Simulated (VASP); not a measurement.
# Ti (Fm-3m) in VASP: notebook

Runs on Ti. Level: PBE+D3(BJ). Tasks: single point, relaxation of cell and atoms.

Everything below comes from runs of VASP 6.6.1. Logs are shortened: lines on timing, memory, paths and dates and some standing lists are left out, and cuts for length are marked.

**1. The cell of the first run**

The structure is cubic, space group Fm-3m (No. 225). The conventional cell has a = 4.038 Å, b = 4.038 Å, c = 4.038 Å, α = 90.00°, β = 90.00°, γ = 90.00°. Within 3.8 Å of Ti (site symmetry m-3m) lie 12 Ti at 2.86 Å.

This isn't the form of Ti at room conditions, which is hcp.

**2. Single point, PBE+D3(BJ)**

INCAR reads:

```
ALGO = Fast ; EDIFF = 1E-7
ENCUT = 520 ; GGA = PE
ISIF = 2 ; ISMEAR = 0
IVDW = 12 ; LASPH = T
LCHARG = F ; LREAL = F
LWAVE = F ; NBANDS = 12
NELM = 60 ; PREC = Accurate
SIGMA = 0.1
```

KPOINTS reads:

```
k-points
0
Gamma
  18 18 18
```

POSCAR reads:

```
Ti
1.0
    0.0000000000      2.0188004724      2.0188004724
    2.0188004724      0.0000000000      2.0188004724
    2.0188004724      2.0188004724      0.0000000000
Ti
1
Direct
    0.0000000000      0.0000000000      0.0000000000
```

Potentials or basis: VASP PAW PBE potentials, release 64 (Ti_sv).

Run with:

```console
cat potpaw_PBE.64/Ti_sv/POTCAR > POTCAR
mpirun -np 1 vasp_std > vasp.out
```

OUTCAR:

```text
EDIFF = 1E-7
   ENCUT = 520
   GGA = PE
   ISIF = 2
   ISMEAR = 0
   IVDW = 12
   LASPH = T
   LREAL = F
   NELM = 60
   PREC = Accurate
 IVDW          = 12

 ion  position               nearest neighbor table
   1  0.000  0.000  0.000-

  LATTYP: Found a face centered cubic cell.
 ALAT       =     4.0376009448

  Lattice vectors:

 A1 = (   0.0000000000,   2.0188004724,   2.0188004724)
 A2 = (   2.0188004724,   0.0000000000,   2.0188004724)
 A3 = (   2.0188004724,   2.0188004724,   0.0000000000)

Analysis of symmetry for initial positions (statically):
=====================================================================
 Subroutine PRICEL returns:
 Original cell was already a primitive cell.

 Routine SETGRP: Setting up the symmetry group for a
 face centered cubic supercell.

 Subroutine GETGRP returns: Found 48 space group operations
 (whereof 48 operations were pure point group operations)
 out of a pool of 48 trial point group operations.

The static configuration has the point symmetry O_h .

Analysis of symmetry for dynamics (positions and initial velocities):
=====================================================================
 Subroutine PRICEL returns:
 Original cell was already a primitive cell.

 Routine SETGRP: Setting up the symmetry group for a
 face centered cubic supercell.

 Subroutine GETGRP returns: Found 48 space group operations
 (whereof 48 operations were pure point group operations)
 out of a pool of 48 trial point group operations.

The dynamic configuration has the point symmetry O_h .

 Subroutine INISYM returns: Found 48 space group operations
 (whereof 48 operations are pure point group operations),
 and found     1 'primitive' translations

----------------------------------------------------------------------------------------

                                     Primitive cell

  volume of cell :      16.4555

  direct lattice vectors                    reciprocal lattice vectors
     0.000000000  2.018800472  2.018800472    -0.247671826  0.247671826  0.247671826
     2.018800472  0.000000000  2.018800472     0.247671826 -0.247671826  0.247671826
     2.018800472  2.018800472  0.000000000     0.247671826  0.247671826 -0.247671826

  length of vectors
     2.855015008  2.855015008  2.855015008     0.428980187  0.428980187  0.428980187

  position of ions in fractional coordinates (direct lattice)
     0.000000000  0.000000000  0.000000000

  ion indices of the primitive-cell ions
   primitive index   ion index
                 1           1

----------------------------------------------------------------------------------------

 KPOINTS: k-points

Automatic generation of k-mesh.
 Grid dimensions read from file:
 generate k-points for:   18   18   18

 Generating k-lattice:

  Cartesian coordinates                     Fractional coordinates (reciprocal lattice)
    -0.013759546  0.013759546  0.013759546     0.055555556  0.000000000  0.000000000
     0.013759546 -0.013759546  0.013759546     0.000000000  0.055555556  0.000000000
     0.013759546  0.013759546 -0.013759546     0.000000000  0.000000000  0.055555556

  Length of vectors
     0.023832233  0.023832233  0.023832233

  Shift w.r.t. Gamma in fractional coordinates (k-lattice)
     0.000000000  0.000000000  0.000000000

 Subroutine IBZKPT returns following result:
 ===========================================

 Found    195 irreducible k-points:

 Following reciprocal coordinates:
            Coordinates               Weight
  0.000000  0.000000  0.000000      1.000000
  0.055556  0.000000  0.000000      8.000000
  0.111111  0.000000  0.000000      8.000000
  0.166667  0.000000  0.000000      8.000000
  0.222222  0.000000  0.000000      8.000000
  0.277778  0.000000  0.000000      8.000000
[... 16 lines left out ...]
 -0.277778  0.055556  0.000000     24.000000
 -0.222222  0.055556  0.000000     24.000000
 [... further k-points ...]
   k-points           NKPTS =    195   k-points in BZ     NKDIM =    195   number of bands    NBANDS=     12
   number of dos      NEDOS =    301   number of ions     NIONS =      1
   total plane-waves  NPLWV =  13824
   dimension x,y,z NGX =    24 NGY =   24 NGZ =   24
   dimension x,y,z NGXF=    48 NGYF=   48 NGZF=   48
   ions per type =               1
   NGX,Y,Z   is equivalent  to a cutoff of  13.98, 13.98, 13.98 a.u.
   NGXF,Y,Z  is equivalent  to a cutoff of  27.95, 27.95, 27.95 a.u.
 SYSTEM =  unknown system
   PREC   = accura    normal or accurate (medium, high low for compatibility)
   ISTART =      0    job   : 0-new  1-cont  2-samecut
   ICHARG =      2    charge: 1-file 2-atom 10-const
   ISPIN  =      1    spin polarized calculation?
   LNONCOLLINEAR =      F non collinear calculations
   LSORBIT =      F    spin-orbit coupling
   LASPH  =      T    aspherical Exc in radial PAW
   ENCUT  =  520.0 eV  38.22 Ry    6.18 a.u.   5.31  5.31  5.31*2*pi/ulx,y,z
   NELM   =     60;   NELMIN=  2; NELMDL= -5     # of ELM steps
   EDIFF  = 0.1E-06   stopping-criterion for ELM
   LREAL  =      F    real-space projection
   EDIFFG = 0.1E-05   stopping-criterion for IOM
   NSW    =      0    number of steps for IOM
   IBRION =     -1    ionic relax: 0-MD 1-quasi-New 2-CG
   NFREE  =      0    steps in history (QN), initial steepest desc. (CG)
   ISIF   =      2    stress and relaxation
   ISYM   =      2    0-nonsym 1-usesym 2-fastsym
   POTIM  = 0.5000    time-step for ionic-motion
   TEBEG  =    0.0;   TEEND  =   0.0 temperature during run
   PSTRESS=    0.0 pullay stress
   NELECT =      12.0000    total number of electrons
   NUPDOWN=      -1.0000    fix difference up-down
   EMIN   =  10.00;   EMAX   =-10.00  energy-range for DOS
   EFERMI =   0.00;   METHOD = LEGACY
   ISMEAR =     0;   SIGMA  =   0.10  broadening in eV -4-tet -1-fermi 0-gaus
   EFERMI_NEDOS =   21; number of points for ismear=-14 and -15
   IALGO  =     68    algorithm
   IMIX   =      4    mixing-type and parameters
     AMIX     =   0.40;   BMIX     =  1.00
     AMIX_MAG =   1.60;   BMIX_MAG =  1.00
  volume/ion in A,a.u.               =      16.46       111.05
  Fermi-wavevector in a.u.,A,eV,Ry     =   1.473551  2.784608 29.543047  2.171353
  Thomas-Fermi vector in A             =   2.588430
   LORBIT       =      0    0 simple, 1 ext, 2 COOP (PROOUT), +10 PAW based schemes
   GGA     = PE    functional components
   LHFCALC =     F    Hartree Fock is set to
   AEXX    =    0.0000 exact exchange contribution
   IVDW    =    12    specifies the selected vdW correction
   LEPSILON=     F    determine dielectric tensor
   LRPA    =     F    only Hartree local field effects (RPA)
 non-spin polarized calculation
 RMM-DIIS sequential band-by-band and
 Gauss-broadening in eV      SIGMA  =   0.10
  energy-cutoff  :      520.00
  volume of cell :       16.46
 maximum number of plane-waves:       459
 NGX is ok and might be reduce to    24
   NGX = 11   NGY = 11   NGZ = 11

 number of electron      12.0000001 magnetization

 Free energy of the ion-electron system (eV)
  ---------------------------------------------------
  ext. energy  EPLUGINS =         0.00000000
  ---------------------------------------------------
  free energy    TOTEN  =        -7.76552342 eV

  energy without entropy =       -7.75716132  energy(sigma->0) =       -7.76134237

 E-fermi :   8.8095     XC(G=0): -11.7548

 val. band max:        8.8076600995   @ k =  -0.3333   0.3333   0.1111
 cond. band min:       8.8124953870   @ k =  -0.1111   0.1667   0.0556
 fundamental gap:      0.0048352875
 Fermi energy:         8.8095428645

 k-point     1 :       0.0000    0.0000    0.0000
  band No.  band energies     occupation
      1     -47.8116      2.00000
      2     -23.6034      2.00000
      3     -23.6034      2.00000
      4     -23.6034      2.00000
      5       2.5846      2.00000
      6       9.7154      0.00000
      7       9.7154      0.00000
      8       9.7154      0.00000
      9      11.4710      0.00000
     10      11.4710      0.00000
     11      24.3538      0.00000
     12      29.0973      0.00000

 k-point     2 :       0.0556    0.0000    0.0000
  band No.  band energies     occupation
      1     -47.8071      2.00000
      2     -23.6283      2.00000
      3     -23.6064      2.00000
      4     -23.6064      2.00000
      5       2.6902      2.00000
      6       9.6482      0.00000
      7       9.7545      0.00000
      8       9.7545      0.00000
      9      11.4448      0.00000
     10      11.4448      0.00000
     11      24.4533      0.00000
     12      28.2555      0.00000

 k-point     3 :       0.1111    0.0000    0.0000
  band No.  band energies     occupation
      1     -47.7941      2.00000
      2     -23.6999      2.00000
      3     -23.6153      2.00000
      4     -23.6153      2.00000
      5       2.9989      2.00000
      6       9.4656      0.00000
      7       9.8562      0.00000
      8       9.8562      0.00000
      9      11.3858      0.00000
     10      11.3858      0.00000
     11      24.6565      0.00000
     12      26.7394      0.00000
[... 286 lines left out ...]
 k-point    23 :      -0.2778    0.0556    0.0000
  band No.  band energies     occupation
      1     -47.7117      2.00000
      2     -24.1213      2.00000
      3     -23.6953      2.00000
      4     -23.6608      2.00000
      5       5.0844      2.00000
      6       8.7413      1.66523
      7       9.8494      0.00000
      8       9.9652      0.00000
      9      11.5455      0.00000
     10      12.0743      0.00000
     11      21.1096      0.00000
     12      24.7786      0.00000

 k-point    24 :      -0.2222    0.0556    0.0000
  band No.  band energies     occupation
      1     -47.7376      2.00000
      2     -23.9887      2.00000
      3     -23.6771      2.00000
      4     -23.6429      2.00000
      5       4.4138      2.00000
      6       8.8550      0.52011
      7       9.9613      0.00000
      8      10.0672      0.00000
      9      11.2549      0.00000
     10      11.7749      0.00000
     11      22.6207      0.00000
     12      25.1623      0.00000

 [... further k-points ...]

------------------------ aborting loop because EDIFF is reached ----------------------------------------

 Edisp (eV)   -0.63655

 E8    (eV) :    -0.3023

  FORCE on cell =-STRESS in cart. coord.  units (eV):
  Direction    XX          YY          ZZ          XY          YZ          ZX
  --------------------------------------------------------------------------------------
  -------------------------------------------------------------------------------------
  Total      -0.03703    -0.03703    -0.03703     0.00000     0.00000    -0.00000
  in kB      -3.60568    -3.60568    -3.60568     0.00000     0.00000    -0.00000
  external pressure =       -3.61 kB  Pullay stress =        0.00 kB

 VOLUME and BASIS-vectors are now :
 -----------------------------------------------------------------------------
  energy-cutoff  :      520.00
  volume of cell :       16.46
      direct lattice vectors                 reciprocal lattice vectors
     0.000000000  2.018800472  2.018800472    -0.247671826  0.247671826  0.247671826
     2.018800472  0.000000000  2.018800472     0.247671826 -0.247671826  0.247671826
     2.018800472  2.018800472  0.000000000     0.247671826  0.247671826 -0.247671826

 POSITION                                       TOTAL-FORCE (eV/Angst)
 -----------------------------------------------------------------------------------
      0.00000      0.00000      0.00000         0.000000      0.000000      0.000000
 -----------------------------------------------------------------------------------
    total drift:                                0.000000     -0.000000     -0.000000

  FREE ENERGIE OF THE ION-ELECTRON SYSTEM (eV)
  ---------------------------------------------------
  free  energy   TOTEN  =        -8.4020760557 eV

  energy  without entropy=       -8.3937139550  energy(sigma->0) =       -8.39789501
```

It took 46 s on 1 thread of Intel Xeon Platinum 8488C (Sapphire Rapids), shared host; peak memory 0.17 GiB.

What came out:

```yaml
Free_energy: -8.4021 eV
Pressure: -0.4 GPa
Band_gap_on_the_k_mesh: zero (bands 6 and 7 overlap by 1.36 eV)
Dispersion_energy_per_atom: -0.637 eV
```

**3. Relaxation of cell and atoms, PBE+D3(BJ)**

This run uses another cell than the first one, of 17.38 Å³/atom.

INCAR reads:

```
  ALGO = Normal
  EDIFF = 1E-6
  EDIFFG = -0.005
  ENCUT = 600
  GGA = PE
  IBRION = 2
  ISIF = 3
  ISMEAR = 0
  IVDW = 12
  LASPH = True
  LCHARG = False
  LREAL = False
  LWAVE = False
  NELM = 60
  NSW = 70
  PREC = Accurate
  SIGMA = 0.1
```

KPOINTS is that of step 2.

POSCAR reads:

```
Ti
1.0
    0.0000000000      2.0560175227      2.0560175227
    2.0560175227      0.0000000000      2.0560175227
    2.0560175227      2.0560175227      0.0000000000
Ti
1
Direct
    0.0000000000      0.0000000000      0.0000000000
```

Potentials or basis: VASP PAW PBE potentials, release 64 (Ti_sv).

Run with:

```console
cat potpaw_PBE.64/Ti_sv/POTCAR > POTCAR
mpirun -np 1 vasp_std > vasp.out
```

It took 50 s on 1 thread of Intel Xeon Platinum 8488C (Sapphire Rapids), shared host; peak memory 0.18 GiB.

Results (log left out):

- Free energy: -8.4023 eV
- Relaxed volume: 16.41 Å³/atom
- Relaxed cell: a = 2.852 Å, b = 2.852 Å, c = 2.852 Å, α = 60.00°, β = 60.00°, γ = 60.00°
- Space group after relaxing (to 0.1 Å): Fm-3m (No. 225)
- Energy gained by relaxing: 19.3 meV/atom
- Ionic steps: 3
- Pressure after relaxing: 0.0 GPa
- Band gap on the k mesh: zero (bands 6 and 7 overlap by 1.37 eV)
- Dispersion energy per atom: -0.639 eV

Step by step:
```tsv
step	energy change (eV)	largest force (eV/Å)	pressure (GPa)	volume (Å³)
1	0.0000	0.0000	-6.05	17.38
2	-0.0104	0.0000	4.68	15.78
3	-0.0193	0.0000	0.00	16.41
```

Final structure:
```cif
data_structure
_symmetry_space_group_name_H-M 'P 1'
_symmetry_Int_Tables_number 1
_cell_length_a 2.8521
_cell_length_b 2.8521
_cell_length_c 2.8521
_cell_angle_alpha 60.000
_cell_angle_beta 60.000
_cell_angle_gamma 60.000
_cell_volume 16.41
loop_
_atom_site_label
_atom_site_type_symbol
_atom_site_fract_x
_atom_site_fract_y
_atom_site_fract_z
_atom_site_occupancy
Ti1 Ti 0.00000 0.00000 0.00000 1
```

Levels at points of the mesh, in eV from the Fermi level:
```csv
k point,band 3,band 4,band 5,band 6,band 7,band 8,band 9,band 10
"(0.00, 0.00, 0.00)",-32.40,-32.40,-6.23,0.91,0.91,0.91,2.67,2.67
"(0.50, 0.00, 0.00)",-32.51,-32.51,-2.72,0.78,0.78,0.78,3.83,3.83
"(0.50, 0.50, 0.00)",-32.68,-32.68,-2.78,-1.87,3.11,3.82,4.13,4.13
```
